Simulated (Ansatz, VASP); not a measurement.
**Fe: VASP beside Ansatz**

```
Fe
1.0
     4.20687    0.00000    0.00000
    -2.10344    3.64326    0.00000
     0.00000    0.00000    2.39141
Fe
3
Direct
  0.00000 0.00000 0.00000
  0.33333 0.66667 0.50000
  0.66667 0.33333 0.50000
```

Alike in both runs: task single point; functional PBEsol; k mesh 10 × 10 × 15; occupations fermi-dirac, width 0.05 eV; collinear spin.

|  | VASP | Ansatz |
| --- | --- | --- |
| version | VASP 6.6.1 | Ansatz 0.2.0 |
| potentials or method | VASP PAW PBE potentials, release 64 (Fe), cutoff 520 eV | plane waves (420 eV) with PAW, scalar-relativistic |
| valence electrons in the cell | 24 | 48 |

|  | VASP | Ansatz | Ansatz less VASP |
| --- | --- | --- | --- |
| pressure (GPa) | -11.0 | -11.1 | -0.11 |
| traceless stress, the component that is largest in VASP (GPa) | -0.83 | -0.64 | +0.190 |
| net moment per atom (μB) | 2.52 | 2.51 | -0.009 |
| size of the moment on the site where the two differ most (μB) | 2.56 | 2.58 | +0.016 |

VASP's potentials were made for PBE, not for PBEsol, and Ansatz warns of the same on its side. Site moments also hang on the region over which each program counts them. VASP's potentials hold 24 valence electrons a cell and Ansatz's 48, so a difference there can come from the potentials and not from the codes.
